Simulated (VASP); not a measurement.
# SiC in VASP: a series of runs

Runs on SiC. Level: PBE. Tasks: relaxation of cell and atoms, relaxation of the atoms.

All numbers are computed with VASP 6.6.1; they aren't measurements. Logs are shortened: lines on timing, memory, paths and dates and some standing lists are left out, and cuts for length are marked.

### 1 The cell of the first run

Symmetry: P6_3mc, No. 186, hexagonal system. The conventional cell has a = 3.102 Å, b = 3.102 Å, c = 5.091 Å, α = 90.00°, β = 90.00°, γ = 120.00°. Within 2.5 Å of Si (site symmetry 3m) lie 4 C at 1.90 to 1.91 Å. C (site symmetry 3m) has 4 Si at 1.90 to 1.91 Å within 2.5 Å.

### 2 Relaxation of cell and atoms, PBE, target pressure -1 GPa, at which the enthalpy is minimised

File INCAR:

```
ALGO = Normal
EDIFF = 1E-6
EDIFFG = -0.008
ENCUT = 600
GGA = PE
IBRION = 2
ISIF = 3
ISMEAR = 0
LASPH = True
LCHARG = False
LREAL = False
LWAVE = False
NELM = 60
NSW = 70
PREC = Accurate
PSTRESS = -10.0
SIGMA = 0.02
```

File KPOINTS:

```
k-points
0
Gamma
  12 12 6
```

File POSCAR:

```
SiC
1.0
    3.1020680069      0.0000000000      0.0000000000
   -1.5510340035      2.6864696982      0.0000000000
    0.0000000000      0.0000000000      5.0909194534
Si C
2 2
Direct
    0.3333333333      0.6666666667      0.4995817066
    0.6666666667      0.3333333333      0.9995817066
    0.3333333333      0.6666666667      0.8754182934
    0.6666666667      0.3333333333      0.3754182934
```

Potentials or basis: VASP PAW PBE potentials, release 64 (Si, C).

Started as:

```
$ cat potpaw_PBE.64/Si/POTCAR potpaw_PBE.64/C/POTCAR > POTCAR
$ mpirun -np 1 vasp_std > vasp.out
```

OUTCAR:

```text
EDIFF = 1E-6
   EDIFFG = -0.008
   ENCUT = 600
   GGA = PE
   IBRION = 2
   ISIF = 3
   ISMEAR = 0
   LASPH = True
   LREAL = False
   NELM = 60
   NSW = 70
   PREC = Accurate
   PSTRESS = -10.0

 ion  position               nearest neighbor table
   1  0.333  0.667  0.500-   4 1.90   4 1.90   4 1.90   3 1.91   2 3.11   2 3.11   2 3.11   2 3.11
                             2 3.11   2 3.11
   2  0.667  0.333  1.000-   3 1.90   3 1.90   3 1.90   4 1.91   1 3.11   1 3.11   1 3.11   1 3.11
                             1 3.11   1 3.11
   3  0.333  0.667  0.875-   2 1.90   2 1.90   2 1.90   1 1.91
   4  0.667  0.333  0.375-   1 1.90   1 1.90   1 1.90   2 1.91

  LATTYP: Found a hexagonal cell.
 ALAT       =     3.1020680069
 C/A-ratio  =     1.6411372807

  Lattice vectors:

 A1 = (   3.1020680069,   0.0000000000,   0.0000000000)
 A2 = (  -1.5510340035,   2.6864696982,   0.0000000000)
 A3 = (   0.0000000000,   0.0000000000,   5.0909194534)

Analysis of symmetry for initial positions (statically):
=====================================================================
 Subroutine PRICEL returns:
 Original cell was already a primitive cell.

 Routine SETGRP: Setting up the symmetry group for a
 hexagonal supercell.

 Subroutine GETGRP returns: Found 12 space group operations
 (whereof  6 operations were pure point group operations)
 out of a pool of 24 trial point group operations.

The static configuration has the point symmetry C_3v.
 The point group associated with its full space group is C_6v.

Analysis of symmetry for dynamics (positions and initial velocities):
=====================================================================
 Subroutine PRICEL returns:
 Original cell was already a primitive cell.

 Routine SETGRP: Setting up the symmetry group for a
 hexagonal supercell.

 Subroutine GETGRP returns: Found 12 space group operations
 (whereof  6 operations were pure point group operations)
 out of a pool of 24 trial point group operations.

The dynamic configuration has the point symmetry C_3v.
 The point group associated with its full space group is C_6v.

 Subroutine INISYM returns: Found 12 space group operations
 (whereof  6 operations are pure point group operations),
 and found     1 'primitive' translations

----------------------------------------------------------------------------------------

                                     Primitive cell

  volume of cell :      42.4257

  direct lattice vectors                    reciprocal lattice vectors
     3.102068007  0.000000000  0.000000000     0.322365595  0.186117863  0.000000000
    -1.551034004  2.686469698  0.000000000     0.000000000  0.372235727  0.000000000
     0.000000000  0.000000000  5.090919453     0.000000000  0.000000000  0.196428172

  length of vectors
     3.102068007  3.102068007  5.090919453     0.372235727  0.372235727  0.196428172

  position of ions in fractional coordinates (direct lattice)
     0.333333333  0.666666667  0.499581707
     0.666666667  0.333333333  0.999581707
     0.333333333  0.666666667  0.875418293
     0.666666667  0.333333333  0.375418293

  ion indices of the primitive-cell ions
   primitive index   ion index
                 1           1
                 2           2
                 3           3
                 4           4

----------------------------------------------------------------------------------------

 KPOINTS: k-points

Automatic generation of k-mesh.
 Grid dimensions read from file:
 generate k-points for:   12   12    6

 Generating k-lattice:

  Cartesian coordinates                     Fractional coordinates (reciprocal lattice)
     0.026863800  0.015509822  0.000000000     0.083333333  0.000000000  0.000000000
     0.000000000  0.031019644  0.000000000     0.000000000  0.083333333  0.000000000
     0.000000000  0.000000000  0.032738029     0.000000000  0.000000000  0.166666667

  Length of vectors
     0.031019644  0.031019644  0.032738029

  Shift w.r.t. Gamma in fractional coordinates (k-lattice)
     0.000000000  0.000000000  0.000000000

 Subroutine IBZKPT returns following result:
 ===========================================

 Found     76 irreducible k-points:

 Following reciprocal coordinates:
            Coordinates               Weight
  0.000000  0.000000  0.000000      1.000000
  0.083333  0.000000  0.000000      6.000000
  0.166667  0.000000  0.000000      6.000000
  0.250000  0.000000  0.000000      6.000000
  0.333333  0.000000  0.000000      6.000000
  0.416667  0.000000  0.000000      6.000000
[... 16 lines left out ...]
  0.250000  0.000000  0.166667     12.000000
  0.333333  0.000000  0.166667     12.000000
 [... further k-points ...]
   k-points           NKPTS =     76   k-points in BZ     NKDIM =     76   number of bands    NBANDS=     12
   number of dos      NEDOS =    301   number of ions     NIONS =      4
   total plane-waves  NPLWV =  32928
   dimension x,y,z NGX =    28 NGY =   28 NGZ =   42
   dimension x,y,z NGXF=    56 NGYF=   56 NGZF=   84
   ions per type =               2   2
   NGX,Y,Z   is equivalent  to a cutoff of  15.01, 15.01, 13.72 a.u.
   NGXF,Y,Z  is equivalent  to a cutoff of  30.01, 30.01, 27.43 a.u.
 SYSTEM =  unknown system
   PREC   = accura    normal or accurate (medium, high low for compatibility)
   ISTART =      0    job   : 0-new  1-cont  2-samecut
   ICHARG =      2    charge: 1-file 2-atom 10-const
   ISPIN  =      1    spin polarized calculation?
   LNONCOLLINEAR =      F non collinear calculations
   LSORBIT =      F    spin-orbit coupling
   LASPH  =      T    aspherical Exc in radial PAW
   ENCUT  =  600.0 eV  44.10 Ry    6.64 a.u.   6.20  6.20 10.17*2*pi/ulx,y,z
   NELM   =     60;   NELMIN=  2; NELMDL= -5     # of ELM steps
   EDIFF  = 0.1E-05   stopping-criterion for ELM
   LREAL  =      F    real-space projection
   EDIFFG = -.8E-02   stopping-criterion for IOM
   NSW    =     70    number of steps for IOM
   IBRION =      2    ionic relax: 0-MD 1-quasi-New 2-CG
   NFREE  =      1    steps in history (QN), initial steepest desc. (CG)
   ISIF   =      3    stress and relaxation
   ISYM   =      2    0-nonsym 1-usesym 2-fastsym
   POTIM  = 0.5000    time-step for ionic-motion
   TEBEG  =    0.0;   TEEND  =   0.0 temperature during run
   PSTRESS=  -10.0 pullay stress
   NELECT =      16.0000    total number of electrons
   NUPDOWN=      -1.0000    fix difference up-down
   EMIN   =  10.00;   EMAX   =-10.00  energy-range for DOS
   EFERMI =   0.00;   METHOD = LEGACY
   ISMEAR =     0;   SIGMA  =   0.02  broadening in eV -4-tet -1-fermi 0-gaus
   EFERMI_NEDOS =   21; number of points for ismear=-14 and -15
   IALGO  =     38    algorithm
   IMIX   =      4    mixing-type and parameters
     AMIX     =   0.40;   BMIX     =  1.00
     AMIX_MAG =   1.60;   BMIX_MAG =  1.00
  volume/ion in A,a.u.               =      10.61        71.58
  Fermi-wavevector in a.u.,A,eV,Ry     =   1.182783  2.235135 19.034212  1.398975
  Thomas-Fermi vector in A             =   2.319030
   LORBIT       =      0    0 simple, 1 ext, 2 COOP (PROOUT), +10 PAW based schemes
   GGA     = PE    functional components
   LHFCALC =     F    Hartree Fock is set to
   AEXX    =    0.0000 exact exchange contribution
   IVDW    =     0    specifies the selected vdW correction
   LEPSILON=     F    determine dielectric tensor
   LRPA    =     F    only Hartree local field effects (RPA)
 conjugate gradient relaxation of ions
 non-spin polarized calculation
 Gauss-broadening in eV      SIGMA  =   0.02
  energy-cutoff  :      600.00
  volume of cell :       42.43
 maximum number of plane-waves:      1448
 NGX is ok and might be reduce to    28
   NGX = 13   NGY = 13   NGZ = 21

--------------------------------------- Ionic step        1  -------------------------------------------

 number of electron      16.0000000 magnetization

 Free energy of the ion-electron system (eV)
  ---------------------------------------------------
  ext. energy  EPLUGINS =         0.00000000
  ---------------------------------------------------
  free energy    TOTEN  =       -30.11026888 eV

  energy without entropy =      -30.11026888  energy(sigma->0) =      -30.11026888

------------------------ aborting loop because EDIFF is reached ----------------------------------------

  FORCE on cell =-STRESS in cart. coord.  units (eV):
  Direction    XX          YY          ZZ          XY          YZ          ZX
  --------------------------------------------------------------------------------------
  -------------------------------------------------------------------------------------
  Total       -0.5957562     -0.5957562     -0.5799054      0.0000000      0.0000000      0.0000000
  in kB      -22.4982970    -22.4982970    -21.8997057      0.0000000      0.0000000      0.0000000
  external PRESSURE =     -12.2987666 kB  Pullay stress =     -10.0000000 kB

 VOLUME and BASIS-vectors are now :
 -----------------------------------------------------------------------------
  energy-cutoff  :      600.00
  volume of cell :       42.43
      direct lattice vectors                 reciprocal lattice vectors
     3.102068007  0.000000000  0.000000000     0.322365595  0.186117863  0.000000000
    -1.551034004  2.686469698  0.000000000     0.000000000  0.372235727  0.000000000
     0.000000000  0.000000000  5.090919453     0.000000000  0.000000000  0.196428172
[... 50 lines left out ...]
  FREE ENERGIE OF THE ION-ELECTRON SYSTEM (eV)
  ---------------------------------------------------
  free  energy   TOTEN  =       -30.1134269154 eV

  energy  without entropy=      -30.1134269154  energy(sigma->0) =      -30.11342692

  enthalpy is  TOTEN    =       -30.3751194477 eV   P V=       -0.2616925323

--------------------------------------- Ionic step        3  -------------------------------------------

 number of electron      16.0000000 magnetization

 Free energy of the ion-electron system (eV)
  ---------------------------------------------------
  ext. energy  EPLUGINS =         0.00000000
  ---------------------------------------------------
  free energy    TOTEN  =       -30.11283879 eV

  energy without entropy =      -30.11283879  energy(sigma->0) =      -30.11283879

 E-fermi :   8.1662     XC(G=0): -11.2660

 val. band max:        8.0406228745   @ k =   0.0000   0.0000   0.0000
 cond. band min:      10.3513243424   @ k =   0.3333   0.3333   0.0000
 fundamental gap:      2.3107014679
 Fermi energy:         8.1661803981

 k-point     1 :       0.0000    0.0000    0.0000
  band No.  band energies     occupation
      1      -7.3744      2.00000
      2      -3.8803      2.00000
      3      -0.5457      2.00000
      4       6.7337      2.00000
      5       6.7337      2.00000
      6       7.9310      2.00000
      7       8.0406      2.00000
      8       8.0406      2.00000
      9      12.6845      0.00000
     10      14.0429      0.00000
     11      14.5940      0.00000
     12      14.5940      0.00000

 k-point     2 :       0.0833    0.0000    0.0000
  band No.  band energies     occupation
      1      -7.2556      2.00000
      2      -3.7790      2.00000
      3      -0.4372      2.00000
      4       6.0542      2.00000
      5       6.5267      2.00000
      6       7.5762      2.00000
      7       7.8534      2.00000
      8       7.9731      2.00000
      9      13.1014      0.00000
     10      14.0944      0.00000
     11      14.5594      0.00000
     12      14.8391      0.00000
[... 316 lines left out ...]
 k-point    24 :       0.3333    0.0000    0.1667
  band No.  band energies     occupation
      1      -5.4304      2.00000
      2      -2.9249      2.00000
      3       0.7689      2.00000
      4       2.4806      2.00000
      5       3.2918      2.00000
      6       5.2260      2.00000
      7       6.4549      2.00000
      8       6.9439      2.00000
      9      11.3816      0.00000
     10      12.4900      0.00000
     11      14.7435      0.00000
     12      15.7816      0.00000

 [... further k-points ...]

------------------------ aborting loop because EDIFF is reached ----------------------------------------

  FORCE on cell =-STRESS in cart. coord.  units (eV):
  Direction    XX          YY          ZZ          XY          YZ          ZX
  --------------------------------------------------------------------------------------
  -------------------------------------------------------------------------------------
  Total       -0.2591417     -0.2591417     -0.2669709      0.0000000      0.0000000      0.0000000
  in kB       -9.8452360     -9.8452360    -10.1426785      0.0000000      0.0000000      0.0000000
  external PRESSURE =       0.0556165 kB  Pullay stress =     -10.0000000 kB

 VOLUME and BASIS-vectors are now :
 -----------------------------------------------------------------------------
  energy-cutoff  :      600.00
  volume of cell :       42.17
      direct lattice vectors                 reciprocal lattice vectors
     3.095764897  0.000000000  0.000000000     0.323021946  0.186496807  0.000000000
    -1.547882449  2.681011045  0.000000000    -0.000000000  0.372993614 -0.000000000
    -0.000000000  0.000000000  5.081070611     0.000000000  0.000000000  0.196808916

 POSITION                                       TOTAL-FORCE (eV/Angst)
 -----------------------------------------------------------------------------------
     -0.00000      1.78734      2.53837        -0.000000     -0.000000      0.001652
      1.54788      0.89367      5.07890        -0.000000      0.000000      0.001652
     -0.00000      1.78734      4.44810         0.000000     -0.000000     -0.001652
      1.54788      0.89367      1.90757         0.000000      0.000000     -0.001652
 -----------------------------------------------------------------------------------
    total drift:                                0.000000     -0.000000      0.000576

  FREE ENERGIE OF THE ION-ELECTRON SYSTEM (eV)
  ---------------------------------------------------
  free  energy   TOTEN  =       -30.1128387889 eV

  energy  without entropy=      -30.1128387889  energy(sigma->0) =      -30.11283879

  enthalpy is  TOTEN    =       -30.3760541450 eV   P V=       -0.2632153560

 reached required accuracy - stopping structural energy minimisation
```

Run time: 50 s. Hardware: 1 thread of Intel Xeon 6975P-C (Granite Rapids), shared host; peak memory 0.19 GiB.

Results:

```
Free energy                                                : -30.1128 eV
Relaxed volume                                             : 10.54 Å³/atom
Relaxed cell                                               : a = 3.096 Å, b = 3.096 Å, c = 5.081 Å, α = 90.00°, β = 90.00°, γ = 120.00°
Space group after relaxing (to 0.1 Å)                      : P6_3mc (No. 186)
Energy change on relaxing (the run minimises the enthalpy) : -0.6 meV/atom
Ionic steps                                                : 3
Pressure after relaxing                                    : -1.0 GPa
Band gap on the k mesh                                     : 2.31 eV (least direct gap 3.94 eV)
```

Step by step:
| step | energy change (eV) | largest force (eV/Å) | pressure (GPa) | volume (Å³) |
| --- | --- | --- | --- | --- |
| 1 | 0.0000 | 0.0017 | -2.23 | 42.43 |
| 2 | -0.0032 | 0.0048 | 0.24 | 41.93 |
| 3 | -0.0026 | 0.0017 | -0.99 | 42.17 |

Final structure:
```yaml
crystal:
  lattice:
    - [3.09576, 0.00000, 0.00000]
    - [-1.54788, 2.68101, 0.00000]
    - [0.00000, 0.00000, 5.08107]
  atoms:
    - { symbol: Si, position: [0.33333, 0.66667, 0.49957] }
    - { symbol: Si, position: [0.66667, 0.33333, 0.99957] }
    - { symbol: C, position: [0.33333, 0.66667, 0.87543] }
    - { symbol: C, position: [0.66667, 0.33333, 0.37543] }
```

Caveat: the cell is relaxed towards a set pressure, so the run minimises the enthalpy, not the energy.

[end of part 1 of 2]
